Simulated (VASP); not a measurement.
A run of VASP 6.6.1:

INCAR

```
PREC = Accurate
ENCUT = 520
EDIFF = 1E-7
ISMEAR = 0
SIGMA = 0.15
LREAL = False
LASPH = True
NELM = 80
ALGO = Normal
ISIF = 2
LWAVE = False
LCHARG = False
GGA = PS
IVDW = 12
NBANDS = 16
```

Contents of KPOINTS:

```
regular mesh
0
Gamma
  21 21 8
```

The input POSCAR:

```
C
1.0
    2.5371578499      0.0000000000      0.0000000000
   -1.2685789250      2.1972431514      0.0000000000
    0.0000000000      0.0000000000      6.4720359592
C
4
Direct
    0.0000000000      0.0000000000      0.0025000000
    0.0000000000      0.0000000000      0.5025000000
    0.3333333333      0.6666666667      0.0025000000
    0.6666666667      0.3333333333      0.5025000000
```

Potentials or basis: VASP PAW PBE potentials, release 64 (C).

Run with:

```sh
$ cat potpaw_PBE.64/C/POTCAR > POTCAR
$ mpirun -np 1 vasp_std > vasp.out
```

Hardware: 1 thread of Intel(R) Xeon(R) 6975P-C (Granite Rapids), with other jobs on the host.

Estimate the wall time of this run.

It took 50 s on 1 thread of Intel(R) Xeon(R) 6975P-C (Granite Rapids) (shared host), peak memory 0.23 GiB. Counts: scf iterations 13, k points 240.
